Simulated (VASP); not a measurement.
Set up this calculation in VASP 6.6.1, as the native input.

* Task: single point
* Functional: PBE
* Potentials or basis: VASP PAW PBE potentials, release 64 (Al, Ga_d, N)
* Cutoff: 520 eV
* k mesh: 8 × 8 × 1
* Occupations: gaussian, width 0.01 eV
* Spin: no spin polarisation
* Dipole correction: no
* Further INCAR settings: LREAL = Auto; ALGO = Normal; EDIFF = 1e-06; NBANDS = 96

The structure of Al7GaN8 lies in POSCAR:

```
Al7GaN8
1.0
    3.1298000000      0.0000000000      0.0000000000
   -1.5649000000      2.7104863088      0.0000000000
    0.0000000000      0.0000000000     40.0400000000
Al Ga N
14 2 16
Direct
    0.3333333333      0.6666666667      0.1293706300
    0.6666666667      0.3333333333      0.1915584400
    0.3333333333      0.6666666667      0.2537462500
    0.6666666667      0.3333333333      0.3159340700
    0.3333333333      0.6666666667      0.3781218800
    0.6666666667      0.3333333333      0.4403096900
    0.3333333333      0.6666666667      0.5024975000
    0.6666666667      0.3333333333      0.5646853100
    0.3333333333      0.6666666667      0.6268731300
    0.6666666667      0.3333333333      0.6890609400
    0.3333333333      0.6666666667      0.7512487500
    0.6666666667      0.3333333333      0.8134365600
    0.3333333333      0.6666666667      0.8756243800
    0.6666666667      0.3333333333      0.9378121900
    0.3333333333      0.6666666667      0.0000000000
    0.6666666667      0.3333333333      0.0646853100
    0.3333333333      0.6666666667      0.0487013000
    0.6666666667      0.3333333333      0.1133866100
    0.3333333333      0.6666666667      0.1768231800
    0.6666666667      0.3333333333      0.2390109900
    0.3333333333      0.6666666667      0.3011988000
    0.6666666667      0.3333333333      0.3633866100
    0.3333333333      0.6666666667      0.4255744300
    0.6666666667      0.3333333333      0.4877622400
    0.3333333333      0.6666666667      0.5499500500
    0.6666666667      0.3333333333      0.6121378600
    0.3333333333      0.6666666667      0.6743256700
    0.6666666667      0.3333333333      0.7365134900
    0.3333333333      0.6666666667      0.7987013000
    0.6666666667      0.3333333333      0.8608891100
    0.3333333333      0.6666666667      0.9230769200
    0.6666666667      0.3333333333      0.9852647400
```

The input as run:

INCAR

```
SYSTEM = Al7GaN8
PREC = Accurate ; ENCUT = 520
EDIFF = 1E-6 ; ISMEAR = 0
SIGMA = 0.01 ; LREAL = Auto
LASPH = .TRUE. ; NELM = 60
ALGO = Normal ; ISIF = 2
LWAVE = .FALSE. ; LCHARG = .FALSE.
GGA = PE ; NBANDS = 96
```

KPOINTS

```
Automatic mesh
0
G
  8 8 1
  0 0 0
```

Potentials or basis: VASP PAW PBE potentials, release 64 (Al, Ga_d, N).

The run is started by

```bash
$ cat potpaw_PBE.64/Al/POTCAR potpaw_PBE.64/Ga_d/POTCAR potpaw_PBE.64/N/POTCAR > POTCAR
$ mpirun -np 1 vasp_std > vasp.out
```

It gave:

```
Pressure               : 2.9 GPa
Largest force          : 1.123 eV/Å
Band gap on the k mesh : 3.09 eV, direct
```

Caveat: forces of over 1 eV/Å act on the atoms, so gaps and moduli don't describe the material at rest.

Wall time 15 min on 1 thread of Intel(R) Xeon(R) Platinum 8259CL CPU @ 2.50GHz (Skylake/Cascade Lake), with other jobs on the host, peak memory 0.53 GiB.
